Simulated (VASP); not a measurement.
TlCuI3: single point with PBE

Crystal: TlCuI3.

```
CELL_PARAMETERS angstrom
5.65516 0.00000 0.00000
0.00000 5.65516 0.00000
0.00000 0.00000 5.65516
ATOMIC_POSITIONS crystal
Tl 0.50000 0.50000 0.50000
Cu 0.00000 0.00000 0.00000
I 0.50000 0.00000 0.00000
I 0.00000 0.50000 0.00000
I 0.00000 0.00000 0.50000
```

This cell differs from its parent crystal: volume scaled by 1.06.

- Program: VASP 6.6.1
- Task: single point
- Functional: PBE
- Potentials or basis: VASP PAW PBE potentials, release 64 (Tl_d, Cu, I)
- Cutoff: 520 eV
- k mesh: 8 × 8 × 8
- Occupations: gaussian, width 0.1 eV
- Spin: no spin polarisation
- Dipole correction: no
- Further INCAR settings: ALGO = Normal; EDIFF = 1e-06; NBANDS = 30

| Property | Result |
| --- | --- |
| Pressure | -1.2 GPa |

Levels at points of the mesh, in eV from the Fermi level:
```
           k point  band 21  band 22  band 23  band 24  band 25  band 26
(0.00, 0.00, 0.00)    -0.62    -0.62    -0.62     0.80     4.47     4.47
(0.50, 0.00, 0.00)    -1.09    -0.64    -0.64     2.36     3.70     3.70
(0.50, 0.50, 0.00)    -0.97     0.00     0.65     2.83     3.73     3.73
(0.50, 0.50, 0.50)     0.01     0.67     0.67     4.58     4.58     4.58
```

It took 110 s on 1 thread of Intel(R) Xeon(R) 6975P-C (Granite Rapids), with other jobs on the host, peak memory 0.38 GiB.

Caveat: spin-orbit coupling is left out, which moves the levels of the heavy elements; an odd number of electrons without spin polarisation forces a metal; a magnetic or distorted state may lie lower; semilocal functionals often make such compounds metallic where correlation or magnetic order opens a gap, which also shifts bond lengths.
